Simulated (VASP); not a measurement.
Write the native input for VASP 6.6.1 that does the following.

```yaml
Task: single point
Functional: PBE
Potentials_or_basis: VASP PAW PBE potentials, release 64 (Ag, Cl)
Cutoff: 520 eV
k_mesh: 10 × 10 × 10
Occupations: gaussian, width 0.05 eV
Spin: no spin polarisation
Dipole_correction: no
Further_INCAR_settings: ALGO = Normal; EDIFF = 1e-06; NBANDS = 16
```

The structure of AgCl lies in POSCAR:

```
AgCl
1.0
    0.0000000000      2.7284139513      2.8648346489
    2.7284139513      0.0000000000      2.8648346489
    2.7284139513      2.7284139513      0.0000000000
Ag Cl
1 1
Direct
    0.5000000000      0.5000000000      0.5000000000
    0.0000000000      0.0000000000      0.0000000000
```

This cell differs from its parent crystal: ratio of the length along z to the lengths across it x 1.05, volume and fractional coordinates fixed.

The input as run:

INCAR

```
PREC = Accurate
ENCUT = 520
EDIFF = 1E-6
ISMEAR = 0
SIGMA = 0.05
LREAL = False
LASPH = True
NELM = 80
ALGO = Normal
ISIF = 2
LWAVE = False
LCHARG = False
GGA = PE
NBANDS = 16
```

KPOINTS

```
regular mesh
0
Gamma
  10 10 10
```

Potentials or basis: VASP PAW PBE potentials, release 64 (Ag, Cl).

Run with:

```bash
$ cat potpaw_PBE.64/Ag/POTCAR potpaw_PBE.64/Cl/POTCAR > POTCAR
$ mpirun -np 1 vasp_std > vasp.out
```

It gave:

The pressure is 1.7 GPa and the band gap on the k mesh is 0.77 eV (least direct gap 3.13 eV).

Caveat: semilocal functionals underestimate gaps, and a narrow one can read as zero.

It took 28 s on 1 thread of Intel(R) Xeon(R) 6975P-C (Granite Rapids) (shared host), peak memory 0.21 GiB.
